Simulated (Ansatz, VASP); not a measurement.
## Ir in VASP and in Ansatz

INCAR

```
SYSTEM = Ir
  PREC = Accurate
  ENCUT = 500
  EDIFF = 1E-6
  ISMEAR = -4
  SIGMA = 0.1
  LREAL = .False.
  LASPH = .True.
  NELM = 120
  ALGO = Normal
  ISIF = 2
  LWAVE = .False.
  LCHARG = .True.
  GGA = PE
  LELF = .True.
  LVHAR = .True.
  NBANDS = 10
  GGA_COMPAT = .False.
```

The input KPOINTS:

```
Automatic mesh
0
Gamma
  4 4 4
  0 0 0
```

POSCAR

```
Ir
1.0
    0.0000000000      1.9269646676      1.9269646676
    1.9269646676      0.0000000000      1.9269646676
    1.9269646676      1.9269646676      0.0000000000
Ir
1
Direct
    0.0000000000      0.0000000000      0.0000000000
```

Input for Ansatz:

```yaml
crystal:
  lattice:
    - [0.0, 1.9269646676, 1.9269646676]
    - [1.9269646676, 0.0, 1.9269646676]
    - [1.9269646676, 1.9269646676, 0.0]
  atoms:
    - { symbol: Ir, position: [0.0, 0.0, 0.0] }
basis:
  ecutwfc: 420
kpoints:
  mp_grid: { grid: [4, 4, 4] }
hamiltonian:
  xc: pbe
scf:
  occupations: { method: tetrahedron_uncorrected }
  max_iter: 57
output:
  forces: true
  stress: true
  eigenvalues: true
```

Alike in both runs: task single point; functional PBE; k mesh 4 × 4 × 4; no spin polarisation.

|  | VASP | Ansatz |
| --- | --- | --- |
| version | VASP 6.6.1 | Ansatz 0.2.0 |
| potentials or method | VASP PAW PBE potentials, release 64 (Ir), cutoff 500 eV | scalar-relativistic, plane waves, PAW |
| occupations | tetrahedron | tetrahedron-uncorrected |
| valence electrons in the cell | 9 | 17 |

Ansatz gave:

| Item | Value |
| --- | --- |
| gap on the k mesh at the Fermi level (eV) | none |
| pressure (GPa) | 10.8 |

**Question.** Which values does VASP return?

**Answer.** gap on the k mesh at the Fermi level (eV): none; pressure (GPa): 11.7.

A gap of «none» marks a metal or a gap that the smearing closes. VASP's potentials hold 9 valence electrons a cell and Ansatz's 17, so a difference there can come from the potentials and not from the codes. Ansatz's warnings: band table not solved further.

The k mesh is coarse, so the values compare programs but aren't converged. Spin-orbit coupling is off throughout.
